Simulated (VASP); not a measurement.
Here is a VASP 6.6.1 calculation.

The input INCAR:

```
PREC = Accurate
ENCUT = 500
EDIFF = 1E-6
ISMEAR = 0
SIGMA = 0.15
LREAL = F
LASPH = T
NELM = 120
ALGO = Normal
ISIF = 2
LWAVE = F
LCHARG = F
NBANDS = 24
GGA_COMPAT = F
```

File KPOINTS:

```
regular mesh
0
Gamma
  21 21 12
```

Contents of POSCAR:

```
Ir
1.0
    2.7052421934      0.0000000000      0.0000000000
   -1.3526210967      2.3428084629      0.0000000000
    0.0000000000      0.0000000000      4.3862377053
Ir
2
Direct
    0.6666666667      0.3333333333      0.7500000000
    0.3333333333      0.6666666667      0.2500000000
```

Potentials or basis: VASP PAW LDA potentials, release 64 (Ir_sv_GW).

Launch:

```sh
$ cat potpaw_LDA.64/Ir_sv_GW/POTCAR > POTCAR
$ mpirun -np 1 vasp_std > vasp.out
```

**Question.** What does it give for the pressure?

**Answer.** -1.7 GPa.

**Question.** Estimate the band gap on the k mesh.

**Answer.** Zero (band 17 reaches 14.16 eV, above the bottom of band 18 at 10.71 eV).

Stress tensor (GPa, compression positive):
```
-1.82  0.00  0.00
 0.00 -1.82  0.00
 0.00  0.00 -1.41
```

Caveat: spin-orbit coupling is left out, which moves the levels of the heavy elements.
